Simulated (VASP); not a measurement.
# Ta3HN3 in VASP: further runs

Runs on Ta3HN3. Level: PBE. Tasks: single point.

All numbers are computed with VASP 6.6.1; they aren't measurements. Logs are shortened: lines on timing, memory, paths and dates and some standing lists are left out, and cuts for length are marked.

### 1 The cell of the first run

The cell holds a slab with vacuum, 7 atoms: a = 3.123 Å, b = 3.123 Å, c = 21.591 Å, α = 90.00°, β = 90.00°, γ = 90.00°.

### 2 Single point, PBE, collinear spin

Contents of INCAR:

```
ALGO = Normal ; DIPOL = 0.5 0.5 0.308
EDIFF = 1E-6 ; ENCUT = 520
GGA = PE ; IDIPOL = 3
ISIF = 2 ; ISMEAR = 0
ISPIN = 2 ; LASPH = True
LCHARG = False ; LDIPOL = True
LMAXMIX = 4 ; LORBIT = 11
LREAL = False ; LWAVE = False
MAGMOM = 0 0 0 0 0 0 1 ; NBANDS = 38
NELM = 150 ; PREC = Accurate
SIGMA = 0.1
```

Contents of KPOINTS:

```
k-points
0
Gamma
  9 9 1
```

Contents of POSCAR:

```
Ta3HN3
1.0
    3.1228193035      0.0000000000      0.0000000000
    0.0000000000      3.1228193035      0.0000000000
    0.0000000000      0.0000000000     21.5908392430
Ta N H
3 3 1
Direct
    0.0000000000      0.0000000000      0.1852637572
    0.5000000000      0.5000000000      0.2890369107
    0.0000000000      0.0000000000      0.3832407719
    0.5000000000      0.5000000000      0.1852637572
    0.0000000000      0.0000000000      0.2843927699
    0.5000000000      0.5000000000      0.3978927890
    0.6250000000      0.6250000000      0.4335560623
```

Potentials or basis: VASP PAW PBE potentials, release 64 (Ta_pv, N, H).

Command:

```console
cat potpaw_PBE.64/Ta_pv/POTCAR potpaw_PBE.64/N/POTCAR potpaw_PBE.64/H/POTCAR > POTCAR
mpirun -np 1 vasp_std > vasp.out
```

OUTCAR:

```text
EDIFF = 1E-6
   ENCUT = 520
   GGA = PE
   ISIF = 2
   ISMEAR = 0
   ISPIN = 2
   LASPH = True
   LORBIT = 11
   LREAL = False
   NELM = 150
   PREC = Accurate

 ion  position               nearest neighbor table
   1  0.000  0.000  0.185-   5 2.14   4 2.21   4 2.21   4 2.21   4 2.21   2 3.15   2 3.15   2 3.15
                             2 3.15
   2  0.500  0.500  0.289-   5 2.21   5 2.21   5 2.21   5 2.21   4 2.24   6 2.35   3 3.00   3 3.00
                             3 3.00   3 3.00   1 3.15   1 3.15   1 3.15   1 3.15
   3  0.000  0.000  0.383-   7 1.98   5 2.13   6 2.23   6 2.23   6 2.23   6 2.23   2 3.00   2 3.00
                             2 3.00   2 3.00
   4  0.500  0.500  0.185-   1 2.21   1 2.21   1 2.21   1 2.21   2 2.24
   5  0.000  0.000  0.284-   3 2.13   1 2.14   2 2.21   2 2.21   2 2.21   2 2.21
   6  0.500  0.500  0.398-   7 0.95   3 2.23   3 2.23   3 2.23   3 2.23   2 2.35
   7  0.625  0.625  0.434-   6 0.95   3 1.98

  LATTYP: Found a simple tetragonal cell.
 ALAT       =     3.1228193035
 C/A-ratio  =     6.9138932306

  Lattice vectors:

 A1 = (   3.1228193035,   0.0000000000,   0.0000000000)
 A2 = (   0.0000000000,   3.1228193035,   0.0000000000)
 A3 = (   0.0000000000,   0.0000000000,  21.5908392430)

Analysis of symmetry for initial positions (statically):
=====================================================================
 Subroutine PRICEL returns:
 Original cell was already a primitive cell.

 Routine SETGRP: Setting up the symmetry group for a
 simple tetragonal supercell.

 Subroutine GETGRP returns: Found  2 space group operations
 (whereof  2 operations were pure point group operations)
 out of a pool of 16 trial point group operations.

The static configuration has the point symmetry C_1h.

Analysis of symmetry for dynamics (positions and initial velocities):
=====================================================================
 Subroutine PRICEL returns:
 Original cell was already a primitive cell.

 Routine SETGRP: Setting up the symmetry group for a
 simple tetragonal supercell.

 Subroutine GETGRP returns: Found  2 space group operations
 (whereof  2 operations were pure point group operations)
 out of a pool of 16 trial point group operations.

The dynamic configuration has the point symmetry C_1h.

Analysis of structural, dynamic, and magnetic symmetry:
=====================================================================
 Subroutine PRICEL returns:
 Original cell was already a primitive cell.

 Routine SETGRP: Setting up the symmetry group for a
 simple tetragonal supercell.

 Subroutine GETGRP returns: Found  2 space group operations
 (whereof  2 operations were pure point group operations)
 out of a pool of 16 trial point group operations.

The overall configuration has the point symmetry C_1h.

 Subroutine INISYM returns: Found  2 space group operations
 (whereof  2 operations are pure point group operations),
 and found     1 'primitive' translations

----------------------------------------------------------------------------------------

                                     Primitive cell

  volume of cell :     210.5539

  direct lattice vectors                    reciprocal lattice vectors
     3.122819304  0.000000000  0.000000000     0.320223459  0.000000000  0.000000000
     0.000000000  3.122819304  0.000000000     0.000000000  0.320223459  0.000000000
     0.000000000  0.000000000 21.590839243     0.000000000  0.000000000  0.046315939

  length of vectors
     3.122819304  3.122819304 21.590839243     0.320223459  0.320223459  0.046315939

  position of ions in fractional coordinates (direct lattice)
     0.000000000  0.000000000  0.185263757
     0.500000000  0.500000000  0.289036911
     0.000000000  0.000000000  0.383240772
     0.500000000  0.500000000  0.185263757
     0.000000000  0.000000000  0.284392770
     0.500000000  0.500000000  0.397892789
[... 66 lines left out ...]
   total plane-waves  NPLWV =  93312
   dimension x,y,z NGX =    24 NGY =   24 NGZ =  162
   dimension x,y,z NGXF=    48 NGYF=   48 NGZF=  324
   ions per type =               3   3   1
   NGX,Y,Z   is equivalent  to a cutoff of  12.78, 12.78, 12.47 a.u.
   NGXF,Y,Z  is equivalent  to a cutoff of  25.55, 25.55, 24.95 a.u.
 SYSTEM =  unknown system
   PREC   = accura    normal or accurate (medium, high low for compatibility)
   ISTART =      0    job   : 0-new  1-cont  2-samecut
   ICHARG =      2    charge: 1-file 2-atom 10-const
   ISPIN  =      2    spin polarized calculation?
   LNONCOLLINEAR =      F non collinear calculations
   LSORBIT =      F    spin-orbit coupling
   LASPH  =      T    aspherical Exc in radial PAW
   ENCUT  =  520.0 eV  38.22 Ry    6.18 a.u.   5.81  5.81 40.14*2*pi/ulx,y,z
   NELM   =    150;   NELMIN=  2; NELMDL= -5     # of ELM steps
   EDIFF  = 0.1E-05   stopping-criterion for ELM
   LREAL  =      F    real-space projection
   EDIFFG = 0.1E-04   stopping-criterion for IOM
   NSW    =      0    number of steps for IOM
   IBRION =     -1    ionic relax: 0-MD 1-quasi-New 2-CG
   NFREE  =      0    steps in history (QN), initial steepest desc. (CG)
   ISIF   =      2    stress and relaxation
   ISYM   =      2    0-nonsym 1-usesym 2-fastsym
   POTIM  = 0.5000    time-step for ionic-motion
   TEBEG  =    0.0;   TEEND  =   0.0 temperature during run
   PSTRESS=    0.0 pullay stress
   NELECT =      49.0000    total number of electrons
   NUPDOWN=      -1.0000    fix difference up-down
   EMIN   =  10.00;   EMAX   =-10.00  energy-range for DOS
   EFERMI =   0.00;   METHOD = LEGACY
   ISMEAR =     0;   SIGMA  =   0.10  broadening in eV -4-tet -1-fermi 0-gaus
   EFERMI_NEDOS =   21; number of points for ismear=-14 and -15
   IALGO  =     38    algorithm
   IMIX   =      4    mixing-type and parameters
     AMIX     =   0.40;   BMIX     =  1.00
     AMIX_MAG =   1.60;   BMIX_MAG =  1.00
  volume/ion in A,a.u.               =      30.08       202.98
  Fermi-wavevector in a.u.,A,eV,Ry     =   1.006976  1.902909 13.796316  1.014001
  Thomas-Fermi vector in A             =   2.139752
   LORBIT       =     11    0 simple, 1 ext, 2 COOP (PROOUT), +10 PAW based schemes
   GGA     = PE    functional components
   LHFCALC =     F    Hartree Fock is set to
   AEXX    =    0.0000 exact exchange contribution
   IVDW    =     0    specifies the selected vdW correction
   LEPSILON=     F    determine dielectric tensor
   LRPA    =     F    only Hartree local field effects (RPA)
 spin polarized calculation
 Gauss-broadening in eV      SIGMA  =   0.10
  energy-cutoff  :      520.00
  volume of cell :      210.55
 maximum number of plane-waves:      5708
   NGX = 11   NGY = 11   NGZ = 81

 dipolmoment           0.000000      0.000000      0.189293 electrons x Angstroem

 number of electron      49.0000001 magnetization       0.0001586

 dipolmoment           0.000000      0.000000     -0.013973 electrons x Angstroem

 Free energy of the ion-electron system (eV)
  ---------------------------------------------------
  ext. energy  EPLUGINS =         0.00000000
  ---------------------------------------------------
  free energy    TOTEN  =       -65.42610466 eV

  energy without entropy =      -65.39982991  energy(sigma->0) =      -65.41296728

 E-fermi :   0.5713     XC(G=0):  -5.2257

 val. band max:        0.5523753358   @ k =  -0.1111   0.2222   0.0000
 cond. band min:       0.5723272572   @ k =   0.3333   0.0000   0.0000
 fundamental gap:      0.0199519214
 Fermi energy:         0.5713335612

 spin component 1

 k-point     1 :       0.0000    0.0000    0.0000
  band No.  band energies     occupation
      1     -35.6043      1.00000
      2     -35.3358      1.00000
      3     -35.2696      1.00000
      4     -35.2588      1.00000
      5     -35.1485      1.00000
      6     -35.1242      1.00000
[... 925 lines left out ...]
     35       4.8343      0.00000
     36       5.1628      0.00000

 [... further k-points ...]

 spin component 2

 k-point     1 :       0.0000    0.0000    0.0000
  band No.  band energies     occupation
      1     -35.6043      1.00000
      2     -35.3358      1.00000
      3     -35.2696      1.00000
      4     -35.2588      1.00000
      5     -35.1485      1.00000
      6     -35.1242      1.00000
[... 925 lines left out ...]
     35       4.8344      0.00000
     36       5.1628      0.00000

 [... further k-points ...]

 [bands above 36 left out]

------------------------ aborting loop because EDIFF is reached ----------------------------------------

 vacuum level on the upper side and lower side of the slab       (xc-potential included)        -0.292        -0.054

  FORCE on cell =-STRESS in cart. coord.  units (eV):
  Direction    XX          YY          ZZ          XY          YZ          ZX
  --------------------------------------------------------------------------------------
  -------------------------------------------------------------------------------------
  Total       -3.7672391     -3.7672391      6.6787135      1.1408886      0.9239249      0.9239250
  in kB      -28.6662265    -28.6662265     50.8206438      8.6814164      7.0304644      7.0304655
  external PRESSURE =      -2.1706030 kB  Pullay stress =       0.0000000 kB

 VOLUME and BASIS-vectors are now :
 -----------------------------------------------------------------------------
  energy-cutoff  :      520.00
  volume of cell :      210.55
      direct lattice vectors                 reciprocal lattice vectors
     3.122819304  0.000000000  0.000000000     0.320223459  0.000000000  0.000000000
     0.000000000  3.122819304  0.000000000     0.000000000  0.320223459  0.000000000
     0.000000000  0.000000000 21.590839243     0.000000000  0.000000000  0.046315939

 POSITION                                       TOTAL-FORCE (eV/Angst)
 -----------------------------------------------------------------------------------
      0.00000      0.00000      4.00000         0.064502      0.064502      0.756537
      1.56141      1.56141      6.24055        -0.111642     -0.111642     -0.221516
      0.00000      0.00000      8.27449         0.846326      0.846326     -1.456856
      1.56141      1.56141      4.00000        -0.040119     -0.040119     -0.862108
      0.00000      0.00000      6.14028         0.041574      0.041574     -0.363498
      1.56141      1.56141      8.59084        -2.282454     -2.282454     -3.560084
      1.95176      1.95176      9.36084         1.481813      1.481813      5.707525
 -----------------------------------------------------------------------------------
    total drift:                               -0.000006     -0.000006     -0.000052

  FREE ENERGIE OF THE ION-ELECTRON SYSTEM (eV)
  ---------------------------------------------------
  free  energy   TOTEN  =       -65.4261046574 eV

  energy  without entropy=      -65.3998299061  energy(sigma->0) =      -65.41296728

 vacuum level on the upper side and lower side of the slab         3.826         4.055

 total charge

# of ion       s       p       d       tot
------------------------------------------
    1        0.278   6.177   2.332   8.787
    2        0.260   6.200   2.492   8.951
    3        0.269   6.178   2.510   8.957
    4        1.238   2.452   0.000   3.690
    5        1.233   2.521   0.000   3.755
    6        1.236   2.633   0.000   3.869
    7        0.714   0.145   0.000   0.859
--------------------------------------------------
tot          5.228  26.307   7.333  38.869

 magnetization (x)

# of ion       s       p       d       tot
------------------------------------------
    1        0.000   0.000   0.000   0.000
    2        0.000   0.000   0.000   0.000
    3        0.000   0.000   0.000   0.000
    4        0.000  -0.000   0.000  -0.000
    5        0.000  -0.000   0.000  -0.000
    6        0.000  -0.000   0.000  -0.000
    7        0.000   0.000   0.000   0.000
--------------------------------------------------
tot          0.000  -0.000   0.000   0.000
```

Run time: 9.1 min. Hardware: 1 thread of Intel Xeon 6975P-C (Granite Rapids), shared host; peak memory 0.56 GiB.

Results:

| Item | Value |
| --- | --- |
| Free energy | -65.4261 eV |
| Largest force | 6.080 eV/Å |
| Net moment | 0.00 μB per cell |
| Valence electrons inside the program's atomic spheres | Ta 8.79, 8.95, 8.96; N 3.69, 3.75, 3.87; H 0.86 |

Forces on the atoms (eV/Å):
```
Ta   0.065  0.065  0.757
Ta  -0.112 -0.112 -0.222
Ta   0.846  0.846 -1.457
N   -0.040 -0.040 -0.862
N    0.042  0.042 -0.363
N   -2.282 -2.282 -3.560
H    1.482  1.482  5.708
```

Levels at points of the mesh, in eV from the Fermi level:
Spin up:
```csv
k point,band 22,band 23,band 24,band 25,band 26,band 27
"(0.00, 0.00, 0.00)",-3.55,-3.55,-2.24,-1.10,-0.95,-0.94
```
Spin down:
```csv
k point,band 20,band 21,band 22,band 23,band 24,band 25,band 26,band 27,band 28,band 29
"(0.00, 0.00, 0.00)",-4.46,-3.57,-3.55,-3.55,-2.24,-1.10,-0.95,-0.94,0.43,0.48
```

Caveat: spin-orbit coupling is left out, which moves the levels of the heavy elements.

### 3 Single point, PBE, collinear spin

Contents of INCAR:

```
ALGO = Normal ; DIPOL = 0.5 0.5 0.326
EDIFF = 1E-6 ; ENCUT = 520
GGA = PE ; IDIPOL = 3
ISIF = 2 ; ISMEAR = 0
ISPIN = 2 ; LASPH = T
LCHARG = T ; LDIPOL = T
LELF = T ; LMAXMIX = 4
LORBIT = 11 ; LREAL = F
LVACPOTAV = T ; LVHAR = T
LWAVE = F ; MAGMOM = 0 0 0 0 0 0 1
NBANDS = 38 ; NELM = 150
PREC = Accurate ; SIGMA = 0.1
```

KPOINTS is that of step 2.

POSCAR, as its differences from that of step 2:

```diff
@@ -14,2 +14,2 @@
     0.5000000000      0.5000000000      0.3978927890
-    0.6250000000      0.6250000000      0.4335560623
+    0.7500000000      0.7500000000      0.5576827796
```

Potentials or basis: VASP PAW PBE potentials, release 64 (Ta_pv, N, H).

Command:

```console
cat potpaw_PBE.64/Ta_pv/POTCAR potpaw_PBE.64/N/POTCAR potpaw_PBE.64/H/POTCAR > POTCAR
mpirun -np 1 vasp_std > vasp.out
```

It took 37 min on 1 thread of Intel Xeon Platinum 8488C (Sapphire Rapids), shared host; peak memory 0.56 GiB.

Results (log left out):

- Free energy: -64.8518 eV
- Largest force: 1.078 eV/Å
- Band gap on the k mesh: zero (filled and empty bands overlap)
- Net moment: 0.97 μB per cell
- Site moments: Ta -0.01, +0.00 (each value once); N +0.00, +0.01 (each value once); H +0.38 μB
- Valence electrons inside the program's atomic spheres: Ta 8.77, 8.96, 8.82; N 3.69, 3.76, 3.65; H 0.38

Forces on the atoms (eV/Å):
```
Ta  -0.001 -0.001  1.023
Ta   0.000  0.000  0.013
Ta  -0.001 -0.001  0.013
N    0.000  0.000 -1.078
N    0.000  0.000  0.004
N   -0.003 -0.003  0.033
H    0.004  0.004 -0.009
```

Levels at points of the mesh, in eV from the Fermi level:
Spin up:
| k point | band 22 | band 23 | band 24 | band 25 | band 26 | band 27 | band 28 | band 29 |
| --- | --- | --- | --- | --- | --- | --- | --- | --- |
| (0.00, 0.00, 0.00) | -3.50 | -3.19 | -3.19 | -2.11 | -0.92 | -0.92 | -0.62 | 0.50 |
Spin down:
| k point | band 22 | band 23 | band 24 | band 25 | band 26 | band 27 |
| --- | --- | --- | --- | --- | --- | --- |
| (0.00, 0.00, 0.00) | -3.19 | -3.19 | -2.11 | -0.93 | -0.93 | -0.69 |

Caveat: a moment this small can come from the mesh or the smearing; spin-orbit coupling is left out, which moves the levels of the heavy elements.

The gap in the log of VASP goes by the Fermi energy; the results here count the filled bands.